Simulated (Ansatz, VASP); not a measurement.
Al in VASP and in Ansatz

The input POSCAR:

```
Al
1.0
    0.0000000000      2.0315319763      2.0315319763
    2.0315319763      0.0000000000      2.0315319763
    2.0315319763      2.0315319763      0.0000000000
Al
1
Direct
    0.0000000000      0.0000000000      0.0000000000
```

The input INCAR.step1:

```
SYSTEM = Al
PREC = Accurate
ENCUT = 520
ISMEAR = -1
SIGMA = 0.05
LREAL = .False.
LASPH = .True.
NELM = 60
NBANDS = 8
GGA = PE
ALGO = Normal
EDIFF = 1E-4
LWAVE = .True.
LCHARG = .False.
```

File INCAR.step2:

```
SYSTEM = Al
PREC = Accurate
ENCUT = 520
EDIFF = 1E-7
ISMEAR = -1
SIGMA = 0.05
LREAL = .False.
LASPH = .True.
NELM = 60
ALGO = Normal
ISIF = 2
LWAVE = .False.
LCHARG = .False.
METAGGA = R2SCAN
LMIXTAU = .True.
NBANDS = 8
ISTART = 1
```

The input KPOINTS:

```
regular mesh
0
Gamma
  12 12 12
  0 0 0
```

Input for Ansatz:

```yaml
crystal:
  lattice:
    - [0.0, 2.03153197632744, 2.03153197632744]
    - [2.03153197632744, 0.0, 2.03153197632744]
    - [2.03153197632744, 2.03153197632744, 0.0]
  atoms:
    - { symbol: Al, position: [0.0, 0.0, 0.0] }
basis:
  ecutwfc: 600.0
kpoints:
  mp_grid:
    grid: [12, 12, 12]
hamiltonian:
  xc: r2scan
scf:
  occupations:
    method: fermi_dirac
    width: 0.05
output:
  stress: true
```

Alike in both runs: task single point; functional r2SCAN; k mesh 12 × 12 × 12; occupations fermi-dirac, width 0.05 eV; no spin polarisation.

|  | VASP | Ansatz |
| --- | --- | --- |
| version | VASP 6.6.1 | Ansatz 0.2.0 |
| potentials or method | VASP PAW PBE potentials, release 64 (Al), cutoff 520 eV | plane waves, PAW |
| valence electrons in the cell | 3 | 3 |

Ansatz gave:

* pressure (GPa): -4.0

**Question.** What did VASP give for the same quantities?

**Answer.** Pressure (GPa): -4.3.

VASP's potentials were made for PBE, not for r2SCAN. With one functional, cell and mesh, what is left measures potentials, basis and numerics.
